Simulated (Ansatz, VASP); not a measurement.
**Two plane-wave programs on CoO**

```
Co O
1.0
     0.00000    2.34364    2.34364
     2.34364    0.00000    2.34364
     2.34364    2.34364    0.00000
Co O
1 1
Direct
  0.00000 0.00000 0.00000
  0.25000 0.25000 0.25000
```

Alike in both runs: functional PBEsol; k mesh 10 × 10 × 10; occupations fermi-dirac, width 0.05 eV; collinear spin.

```csv
,VASP,Ansatz
version,VASP 6.6.1,Ansatz 0.2.0
potentials or method,"VASP PAW PBE potentials, release 64 (Co, O)",Ansatz PAW
plane-wave cutoff (eV),520,420
valence electrons in the cell,15,23
task,single point,band structure
```

```tsv
	VASP	Ansatz	Ansatz less VASP
gap on the k mesh at the Fermi level (eV)	none	none	-
pressure (GPa)	-19.1	-19.0	+0.01
net moment per atom (μB)	1.50	1.50	+0.002
size of the moment on the site where the two differ most (μB)	2.55	2.43	-0.128
```

VASP's potentials were made for PBE, not for PBEsol. Site moments also hang on the region over which each program counts them. A gap of «none» marks a metal or a gap that the smearing closes. VASP's potentials hold 15 valence electrons a cell and Ansatz's 23, so a difference there can come from the potentials and not from the codes.
